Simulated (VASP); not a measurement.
# TaNb3F2 (P6/mmm) in VASP: further runs

Runs on TaNb3F2. Level: PBE. Tasks: single point.

All numbers are computed with VASP 6.6.1; they aren't measurements. Logs are shortened: lines on timing, memory, paths and dates and some standing lists are left out, and cuts for length are marked.

### 1 The cell of the first run

Symmetry: P6/mmm, No. 191, hexagonal system. Conventional cell: a = 4.688 Å, b = 4.688 Å, c = 8.617 Å, α = 90.00°, β = 90.00°, γ = 120.00°. Ta (site symmetry 6/mmm) has 2 F at 1.90 Å within 2.5 Å. Nb (site symmetry -6m2) has 6 Nb at 2.71 Å within 3.6 Å. Within 3.2 Å of Nb (site symmetry 6/mmm) lie 2 F at 2.41 Å and 6 Nb at 2.71 Å. Within 2.5 Å of F (site symmetry 6mm) lie 1 Ta at 1.90 Å and 1 Nb at 2.41 Å.

### 2 Single point, PBE

Contents of INCAR:

```
SYSTEM = TaNb3F2
PREC = Accurate
ENCUT = 520
EDIFF = 1E-6
ISMEAR = 0
SIGMA = 0.1
LREAL = .False.
LASPH = .True.
NELM = 100
ALGO = Normal
ISIF = 2
LWAVE = .False.
LCHARG = .False.
GGA = PE
NBANDS = 41
```

Contents of KPOINTS:

```
Automatic mesh
0
Gamma
  6 6 4
  0 0 0
```

Contents of POSCAR:

```
TaNb3F2
1.0
    4.6880189110     -0.0000000032      0.0000000000
   -2.3440094528      4.0599434720      0.0000000000
    0.0000000000      0.0000000000      8.6166869489
Ta Nb F
1 3 2
Direct
    0.0000000000      0.0000000000      0.0000000000
    0.3333333333      0.6666666667      0.5000000000
    0.6666666667      0.3333333333      0.5000000000
    0.0000000000      0.0000000000      0.5000000000
    0.0000000000      0.0000000000      0.7800639864
    0.0000000000      0.0000000000      0.2199360136
```

Potentials or basis: VASP PAW PBE potentials, release 64 (Ta_pv, Nb_sv, F).

Run with:

```
cat potpaw_PBE.64/Ta_pv/POTCAR potpaw_PBE.64/Nb_sv/POTCAR potpaw_PBE.64/F/POTCAR > POTCAR
mpirun -np 1 vasp_std > vasp.out
```

OUTCAR:

```text
SYSTEM = TaNb3F2
   PREC = Accurate
   ENCUT = 520
   EDIFF = 1E-6
   ISMEAR = 0
   LREAL = .False.
   LASPH = .True.
   NELM = 100
   ISIF = 2
   GGA = PE

 ion  position               nearest neighbor table
   1  0.000  0.000  0.000-   5 1.90   6 1.90
   2  0.333  0.667  0.500-   3 2.71   4 2.71   3 2.71   4 2.71   4 2.71   3 2.71
   3  0.667  0.333  0.500-   2 2.71   4 2.71   2 2.71   4 2.71   4 2.71   2 2.71
   4  0.000  0.000  0.500-   5 2.41   6 2.41   2 2.71   3 2.71   3 2.71   2 2.71   3 2.71   2 2.71

   5  0.000  0.000  0.780-   1 1.90   4 2.41
   6  0.000  0.000  0.220-   1 1.90   4 2.41

  LATTYP: Found a hexagonal cell.
 ALAT       =     4.6880189110
 C/A-ratio  =     1.8380230781

  Lattice vectors:

 A1 = (   4.6880189110,  -0.0000000032,   0.0000000000)
 A2 = (  -2.3440094528,   4.0599434720,   0.0000000000)
 A3 = (   0.0000000000,   0.0000000000,   8.6166869489)

Analysis of symmetry for initial positions (statically):
=====================================================================
 Subroutine PRICEL returns:
 Original cell was already a primitive cell.

 Routine SETGRP: Setting up the symmetry group for a
 hexagonal supercell.

 Subroutine GETGRP returns: Found 24 space group operations
 (whereof 24 operations were pure point group operations)
 out of a pool of 24 trial point group operations.

The static configuration has the point symmetry D_6h.

Analysis of symmetry for dynamics (positions and initial velocities):
=====================================================================
 Subroutine PRICEL returns:
 Original cell was already a primitive cell.

 Routine SETGRP: Setting up the symmetry group for a
 hexagonal supercell.

 Subroutine GETGRP returns: Found 24 space group operations
 (whereof 24 operations were pure point group operations)
 out of a pool of 24 trial point group operations.

The dynamic configuration has the point symmetry D_6h.

 Subroutine INISYM returns: Found 24 space group operations
 (whereof 24 operations are pure point group operations),
 and found     1 'primitive' translations

----------------------------------------------------------------------------------------

                                     Primitive cell

  volume of cell :     164.0022

  direct lattice vectors                    reciprocal lattice vectors
     4.688018911 -0.000000003  0.000000000     0.213309720  0.123154424  0.000000000
    -2.344009453  4.059943472  0.000000000     0.000000000  0.246308848  0.000000000
     0.000000000  0.000000000  8.616686949     0.000000000  0.000000000  0.116053885

  length of vectors
     4.688018911  4.688018911  8.616686949     0.246308848  0.246308848  0.116053885

  position of ions in fractional coordinates (direct lattice)
     0.000000000  0.000000000  0.000000000
     0.333333333  0.666666667  0.500000000
     0.666666667  0.333333333  0.500000000
     0.000000000  0.000000000  0.500000000
     0.000000000  0.000000000  0.780063986
     0.000000000  0.000000000  0.219936014

  ion indices of the primitive-cell ions
   primitive index   ion index
                 1           1
                 2           2
                 3           3
                 4           4
                 5           5
                 6           6

----------------------------------------------------------------------------------------

 KPOINTS: Automatic mesh

Automatic generation of k-mesh.
 Grid dimensions read from file:
 generate k-points for:    6    6    4

 Generating k-lattice:

  Cartesian coordinates                     Fractional coordinates (reciprocal lattice)
     0.035551620  0.020525737  0.000000000     0.166666667  0.000000000  0.000000000
     0.000000000  0.041051475  0.000000000     0.000000000  0.166666667  0.000000000
     0.000000000  0.000000000  0.029013471     0.000000000  0.000000000  0.250000000

  Length of vectors
     0.041051475  0.041051475  0.029013471

  Shift w.r.t. Gamma in fractional coordinates (k-lattice)
     0.000000000  0.000000000  0.000000000

 Subroutine IBZKPT returns following result:
 ===========================================

 Found     21 irreducible k-points:

 Following reciprocal coordinates:
            Coordinates               Weight
  0.000000  0.000000  0.000000      1.000000
  0.166667 -0.000000  0.000000      6.000000
  0.333333 -0.000000  0.000000      6.000000
  0.500000 -0.000000  0.000000      3.000000
  0.166667  0.166667  0.000000      6.000000
  0.333333  0.166667  0.000000     12.000000
[... 13 lines left out ...]
  0.333333  0.166667  0.500000     12.000000
  0.333333  0.333333  0.500000      2.000000
   k-points           NKPTS =     21   k-points in BZ     NKDIM =     21   number of bands    NBANDS=     41
   number of dos      NEDOS =    301   number of ions     NIONS =      6
   total plane-waves  NPLWV =  82944
   dimension x,y,z NGX =    36 NGY =   36 NGZ =   64
   dimension x,y,z NGXF=    72 NGYF=   72 NGZF=  128
   ions per type =               1   3   2
   NGX,Y,Z   is equivalent  to a cutoff of  12.77, 12.77, 12.35 a.u.
   NGXF,Y,Z  is equivalent  to a cutoff of  25.53, 25.53, 24.70 a.u.
 SYSTEM =  TaNb3F2
   PREC   = accura    normal or accurate (medium, high low for compatibility)
   ISTART =      0    job   : 0-new  1-cont  2-samecut
   ICHARG =      2    charge: 1-file 2-atom 10-const
   ISPIN  =      1    spin polarized calculation?
   LNONCOLLINEAR =      F non collinear calculations
   LSORBIT =      F    spin-orbit coupling
   LASPH  =      T    aspherical Exc in radial PAW
   ENCUT  =  520.0 eV  38.22 Ry    6.18 a.u.   8.72  8.72 16.02*2*pi/ulx,y,z
   NELM   =    100;   NELMIN=  2; NELMDL= -5     # of ELM steps
   EDIFF  = 0.1E-05   stopping-criterion for ELM
   LREAL  =      F    real-space projection
[... 7 lines left out ...]
   TEBEG  =    0.0;   TEEND  =   0.0 temperature during run
   PSTRESS=    0.0 pullay stress
   NELECT =      64.0000    total number of electrons
   NUPDOWN=      -1.0000    fix difference up-down
   EMIN   =  10.00;   EMAX   =-10.00  energy-range for DOS
   EFERMI =   0.00;   METHOD = LEGACY
   ISMEAR =     0;   SIGMA  =   0.10  broadening in eV -4-tet -1-fermi 0-gaus
   EFERMI_NEDOS =   21; number of points for ismear=-14 and -15
   IALGO  =     38    algorithm
   IMIX   =      4    mixing-type and parameters
     AMIX     =   0.40;   BMIX     =  1.00
     AMIX_MAG =   1.60;   BMIX_MAG =  1.00
  volume/ion in A,a.u.               =      27.33       184.46
  Fermi-wavevector in a.u.,A,eV,Ry     =   1.196332  2.260739 19.472787  1.431209
  Thomas-Fermi vector in A             =   2.332275
   LORBIT       =      0    0 simple, 1 ext, 2 COOP (PROOUT), +10 PAW based schemes
   GGA     = PE    functional components
   LHFCALC =     F    Hartree Fock is set to
   AEXX    =    0.0000 exact exchange contribution
   IVDW    =     0    specifies the selected vdW correction
   LEPSILON=     F    determine dielectric tensor
   LRPA    =     F    only Hartree local field effects (RPA)
 non-spin polarized calculation
 Gauss-broadening in eV      SIGMA  =   0.10
  energy-cutoff  :      520.00
  volume of cell :      164.00
 maximum number of plane-waves:      4442
 NGX is ok and might be reduce to    36
   NGX = 17   NGY = 17   NGZ = 33

 number of electron      63.9999970 magnetization

 Free energy of the ion-electron system (eV)
  ---------------------------------------------------
  ext. energy  EPLUGINS =         0.00000000
  ---------------------------------------------------
  free energy    TOTEN  =       -43.07396061 eV

  energy without entropy =      -43.01897821  energy(sigma->0) =      -43.04646941

 E-fermi :   3.3235     XC(G=0):  -8.6540

 val. band max:        3.3190488258   @ k =   0.3333   0.1667   0.5000
 cond. band min:       3.3352014220   @ k =   0.0000   0.0000   0.5000
 fundamental gap:      0.0161525962
 Fermi energy:         3.3235016259

 k-point     1 :       0.0000    0.0000    0.0000
  band No.  band energies     occupation
      1     -51.6635      2.00000
      2     -51.2581      2.00000
      3     -51.1628      2.00000
      4     -33.8203      2.00000
      5     -32.8462      2.00000
      6     -32.8462      2.00000
[... 33 lines left out ...]
     40       4.7023      0.00000
     41       6.0557      0.00000

 k-point     2 :       0.1667   -0.0000    0.0000
  band No.  band energies     occupation
      1     -51.6331      2.00000
      2     -51.2734      2.00000
      3     -51.1802      2.00000
      4     -33.8202      2.00000
      5     -32.8469      2.00000
      6     -32.8464      2.00000
[... 33 lines left out ...]
     40       4.7111      0.00000
     41       4.7269      0.00000

 k-point     3 :       0.3333   -0.0000    0.0000
  band No.  band energies     occupation
      1     -51.5559      2.00000
      2     -51.3159      2.00000
      3     -51.2196      2.00000
      4     -33.8201      2.00000
      5     -32.8481      2.00000
      6     -32.8467      2.00000
[... 33 lines left out ...]
     40       5.3080      0.00000
     41       5.7852      0.00000

 k-point     4 :       0.5000   -0.0000    0.0000
  band No.  band energies     occupation
      1     -51.4952      2.00000
      2     -51.3584      2.00000
      3     -51.2402      2.00000
      4     -33.8201      2.00000
      5     -32.8487      2.00000
      6     -32.8469      2.00000
[... 693 lines left out ...]
     40       4.8664      0.00000
     41       4.9470      0.00000

 k-point    20 :       0.3333    0.1667    0.5000
  band No.  band energies     occupation
      1     -51.5037      2.00000
      2     -51.3356      2.00000
      3     -51.2545      2.00000
      4     -33.8199      2.00000
      5     -32.8484      2.00000
      6     -32.8472      2.00000
[... 33 lines left out ...]
     40       5.7276      0.00000
     41       6.0142      0.00000

 k-point    21 :       0.3333    0.3333    0.5000
  band No.  band energies     occupation
      1     -51.4753      2.00000
      2     -51.3099      2.00000
      3     -51.3099      2.00000
      4     -33.8199      2.00000
      5     -32.8480      2.00000
      6     -32.8480      2.00000
[... 33 lines left out ...]
     40       5.8935      0.00000
     41       6.1877      0.00000

------------------------ aborting loop because EDIFF is reached ----------------------------------------

  FORCE on cell =-STRESS in cart. coord.  units (eV):
  Direction    XX          YY          ZZ          XY          YZ          ZX
  --------------------------------------------------------------------------------------
  -------------------------------------------------------------------------------------
  Total       -0.2264549     -0.2264549      0.5967525      0.0000000     -0.0000000      0.0000000
  in kB       -2.2122930     -2.2122930      5.8298200      0.0000000     -0.0000000      0.0000000
  external PRESSURE =       0.4684113 kB  Pullay stress =       0.0000000 kB

 VOLUME and BASIS-vectors are now :
 -----------------------------------------------------------------------------
  energy-cutoff  :      520.00
  volume of cell :      164.00
      direct lattice vectors                 reciprocal lattice vectors
     4.688018911 -0.000000003  0.000000000     0.213309720  0.123154424  0.000000000
    -2.344009453  4.059943472  0.000000000     0.000000000  0.246308848  0.000000000
     0.000000000  0.000000000  8.616686949     0.000000000  0.000000000  0.116053885

 POSITION                                       TOTAL-FORCE (eV/Angst)
 -----------------------------------------------------------------------------------
      0.00000      0.00000      0.00000         0.000000     -0.000000      0.000000
      0.00000      2.70663      4.30834        -0.000000     -0.000000      0.000000
      2.34401      1.35331      4.30834         0.000000      0.000000     -0.000000
      0.00000      0.00000      4.30834         0.000000     -0.000000      0.000000
      0.00000      0.00000      6.72157         0.000000     -0.000000     -0.176780
      0.00000      0.00000      1.89512        -0.000000      0.000000      0.176780
 -----------------------------------------------------------------------------------
    total drift:                                0.000000      0.000000     -0.000000

  FREE ENERGIE OF THE ION-ELECTRON SYSTEM (eV)
  ---------------------------------------------------
  free  energy   TOTEN  =       -43.0739606095 eV

  energy  without entropy=      -43.0189782124  energy(sigma->0) =      -43.04646941
```

Wall time 2.7 min (1 thread of Intel Xeon Platinum 8488C (Sapphire Rapids), shared host); peak memory 0.34 GiB.

What came out:

```
Free energy            : -43.0740 eV
Pressure               : 0.0 GPa
Largest force          : 0.177 eV/Å
Band gap on the k mesh : zero (band 32 reaches 3.38 eV, above the bottom of band 33 at 3.18 eV)
```

Forces in eV/Å, atoms in the order of the input:
```
Ta   0.000  0.000  0.000
Nb   0.000  0.000  0.000
Nb   0.000  0.000  0.000
Nb   0.000  0.000  0.000
F    0.000  0.000 -0.177
F    0.000  0.000  0.177
```

Caveat: spin-orbit coupling is left out, which moves the levels of the heavy elements.

### 3 Single point, PBE

This run uses another cell than the first one, of 17.67 Å³/atom, 0.647 times its volume.

Contents of INCAR:

```
  ALGO = Normal
  EDIFF = 1E-6
  ENCUT = 520
  GGA = PE
  ISIF = 2
  ISMEAR = 0
  LASPH = True
  LCHARG = False
  LREAL = False
  LWAVE = False
  NBANDS = 41
  NELM = 60
  PREC = Accurate
  SIGMA = 0.1
```

Contents of KPOINTS:

```
k-points
0
Gamma
  6 6 4
```

Contents of POSCAR:

```
TaNb3F2
1.0
    4.2793390700      0.0000000000      0.0000000000
   -2.1396695300      3.7060163500      0.0000000000
    0.0000000000      0.0000000000      6.6868522100
Ta Nb F
1 3 2
Direct
    0.0000000000      0.0000000000      0.0000000000
    0.3333333300      0.6666666700      0.5000000000
    0.6666666700      0.3333333300      0.5000000000
    0.0000000000      0.0000000000      0.5000000000
    0.0000000000      0.0000000000      0.7630829100
    0.0000000000      0.0000000000      0.2369170900
```

Potentials or basis: VASP PAW PBE potentials, release 64 (Ta_pv, Nb_sv, F).

Run with:

```
cat potpaw_PBE.64/Ta_pv/POTCAR potpaw_PBE.64/Nb_sv/POTCAR potpaw_PBE.64/F/POTCAR > POTCAR
mpirun -np 1 vasp_std > vasp.out
```

Run time: 81 s. Hardware: 1 thread of Intel Xeon Platinum 8488C (Sapphire Rapids), shared host; peak memory 0.27 GiB.

It converged, with:

* Free energy: -31.6707 eV
* Pressure: 79.6 GPa
* Largest force: 9.552 eV/Å
* Band gap on the k mesh: zero (band 32 reaches 7.77 eV, above the bottom of band 33 at 6.74 eV)

Forces in eV/Å, atoms in the order of the input:
```
Ta   0.000  0.000  0.000
Nb   0.000  0.000  0.000
Nb   0.000  0.000  0.000
Nb   0.000  0.000  0.000
F    0.000  0.000 -9.552
F    0.000  0.000  9.552
```

Stress tensor (GPa, compression positive):
```
 31.79   0.00   0.00
  0.00  31.79   0.00
  0.00   0.00 175.23
```

Levels at points of the mesh, in eV from the Fermi level:
```tsv
k point	band 29	band 30	band 31	band 32	band 33	band 34	band 35	band 36
(0.00, 0.00, 0.00)	-1.42	-0.43	-0.43	-0.06	0.04	0.04	0.20	0.31
(0.50, 0.00, 0.00)	-1.83	-1.40	-1.01	-1.01	-0.77	0.80	0.86	1.46
(0.00, 0.00, 0.50)	-0.76	-0.76	-0.04	-0.04	-0.03	-0.03	0.17	0.17
(0.50, 0.00, 0.50)	-1.28	-0.98	-0.94	-0.93	-0.20	0.63	0.77	0.81
```

Caveat: spin-orbit coupling is left out, which moves the levels of the heavy elements; forces of over 1 eV/Å act on the atoms, so gaps and moduli don't describe the material at rest.
